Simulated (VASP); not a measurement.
# Cu2W: single point with PBE

Cu2W:

```
Cu W
1.0
    -3.05642    3.05642    2.50622
     3.05642   -3.05642    2.50622
     3.05642    3.05642   -2.50622
Cu W
4 2
Direct
  0.66300 0.16300 0.82600
  0.16300 0.33700 0.50000
  0.33700 0.83700 0.17400
  0.83700 0.66300 0.50000
  0.25000 0.25000 0.00000
  0.75000 0.75000 0.00000
```

```yaml
Program: VASP 6.6.1
Task: single point
Functional: PBE
Potentials_or_basis: VASP PAW PBE potentials, release 64 (Cu, W_sv)
Cutoff: 520 eV
k_mesh: 4 × 4 × 4
Occupations: gaussian, width 0.1 eV
Spin: no spin polarisation
```

* Pressure: 1.3 GPa
* Largest force: 0.521 eV/Å
* Band gap on the k mesh: zero (band 36 reaches 8.51 eV, above the bottom of band 37 at 6.96 eV)

Forces in eV/Å, atoms in the order of the input:
```
Cu  -0.369 -0.369  0.000
Cu   0.369 -0.369  0.000
Cu   0.369  0.369  0.000
Cu  -0.369  0.369  0.000
W    0.000  0.000  0.000
W    0.000  0.000  0.000
```

Stress tensor (GPa, compression positive):
```
 4.11  0.00  0.00
 0.00  4.11  0.00
 0.00  0.00 -4.22
```

Levels at points of the mesh, in eV from the Fermi level:
```csv
k point,band 34,band 35,band 36,band 37,band 38,band 39
"(0.00, 0.00, 0.00)",-0.87,0.00,1.43,1.43,1.87,2.86
"(0.50, 0.00, 0.00)",-0.86,-0.51,-0.51,0.09,0.09,0.30
"(0.50, 0.50, 0.00)",-0.61,-0.35,-0.32,1.08,1.26,1.36
"(0.50, 0.50, 0.50)",-1.51,-1.23,-1.23,0.27,0.48,0.54
```

It took 41 s on 1 thread of Intel(R) Xeon(R) 6975P-C (Granite Rapids), with other jobs on the host, peak memory 0.25 GiB.

Caveat: the k points lie up to 0.41 Å⁻¹ apart; spin-orbit coupling is left out, which moves the levels of the heavy elements.
